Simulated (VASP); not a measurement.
Runs of VASP 6.6.1 on Ru. The structure is that of space group P6/mmm (No. 191), or close to it. The cells are those of the table. 

| task | potentials or basis | cell | k mesh | cutoff (eV) | second run | gap on the mesh (eV) | pressure (GPa) |
| --- | --- | --- | --- | --- | --- | --- | --- |
| single point | VASP PAW PBE potentials, release 64 (Ru_pv) | a = 4.167, b = 4.167, c = 2.615 Å, angles 90.0, 90.0, 120.0°, 3 atoms | 10 × 10 × 13 | 520 | - | none | (a) |
| single point | VASP PAW PBE potentials, release 64 (Ru_pv) | a = 4.224, b = 4.224, c = 2.651 Å, angles 90.0, 90.0, 120.0°, 3 atoms | 11 × 11 × 16 | 520 | - | none | 0.1 |
| single point | VASP PAW PBE potentials, release 64 (Ru_sv) | a = 4.108, b = 4.108, c = 2.578 Å, angles 90.0, 90.0, 120.0°, 3 atoms | 10 × 10 × 13 | 600 | valence_matched | none | 32.8 |
| single point | VASP PAW PBE potentials, release 64 (Ru_pv) | a = 4.224, b = 4.224, c = 2.651 Å, angles 90.0, 90.0, 120.0°, 3 atoms | 9 × 9 × 12 | 520 | - | none | 0.0 |
| single point | VASP PAW PBE potentials, release 64 (Ru_pv) | a = 4.224, b = 4.224, c = 2.651 Å, angles 90.0, 90.0, 120.0°, 3 atoms | 10 × 10 × 13 | 520 | - | none | 0.0 |
| single point | VASP PAW PBE potentials, release 64 (Ru_pv) | a = 4.386, b = 4.386, c = 2.753 Å, angles 90.0, 90.0, 120.0°, 3 atoms | 10 × 10 × 13 | 520 | - | none | -28.1 |
| single point | VASP PAW PBE potentials, release 64 (Ru_pv) | a = 4.333, b = 4.333, c = 2.720 Å, angles 90.0, 90.0, 120.0°, 3 atoms | 10 × 10 × 13 | 520 | - | none | -20.9 |
| relaxation of cell and atoms | VASP PAW PBE potentials, release 64 (Ru_pv) | relaxed from a = 4.247, b = 4.247, c = 2.603 Å, angles 90.0, 90.0, 120.0°, 3 atoms | 9 × 9 × 12 | 600 | - | none | -0.1 |
| single point | VASP PAW PBE potentials, release 64 (Ru_pv) | a = 4.279, b = 4.279, c = 2.686 Å, angles 90.0, 90.0, 120.0°, 3 atoms | 10 × 10 × 13 | 520 | - | none | (b) |
| single point | VASP PAW PBE potentials, release 64 (Ru_pv) | a = 4.108, b = 4.108, c = 2.578 Å, angles 90.0, 90.0, 120.0°, 3 atoms | 10 × 10 × 13 | 520 | - | none | 33.4 |
| single point | VASP PAW PBE potentials, release 64 (Ru_pv) | a = 4.048, b = 4.048, c = 2.540 Å, angles 90.0, 90.0, 120.0°, 3 atoms | 10 × 10 × 13 | 520 | - | none | 56.8 |

Alike in all rows: level PBEsol; no spin polarisation; smearing fermi-dirac 0.1 eV.

Problem. Estimate the missing entries.

Solution. (a) 14.8; (b) -11.7.

Caveats: the PAW data sets were made with another functional, which shifts forces and pressure a little.

A k mesh can miss the band edges, and the runs leave out spin-orbit coupling on Ru.

A gap of «none» marks levels without a gap at the run's occupations.

The runs don't all hold the same shells in valence.
